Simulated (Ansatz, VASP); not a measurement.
One calculation of TaC, two programs

```
Ta C
1.0
     0.00000    2.17979    2.17979
     2.17979    0.00000    2.17979
     2.17979    2.17979    0.00000
Ta C
1 1
Direct
  0.00000 0.00000 0.00000
  0.50000 0.50000 0.50000
```

Alike in both runs: task single point; functional LDA; k mesh 10 × 10 × 10; occupations gaussian, width 0.05 eV; no spin polarisation.

|  | VASP | Ansatz |
| --- | --- | --- |
| version | VASP 6.6.1 | Ansatz 0.2.0 |
| potentials or method | VASP PAW LDA potentials, release 64 (Ta_pv, C), cutoff 600 eV | scalar-relativistic, plane waves, PAW |
| valence electrons in the cell | 15 | 17 |

```csv
,VASP,Ansatz,Ansatz less VASP
gap on the k mesh at the Fermi level (eV),none,none,-
pressure (GPa),16.3,14.3,-2.04
```

LDA's correlation is that of Perdew and Zunger in VASP and of Perdew and Wang (1992) in Ansatz. A gap of «none» marks a metal or a gap that the smearing closes. VASP's potentials hold 15 valence electrons a cell and Ansatz's 17, so a difference there can come from the potentials and not from the codes.

Neither program's run includes spin-orbit coupling.
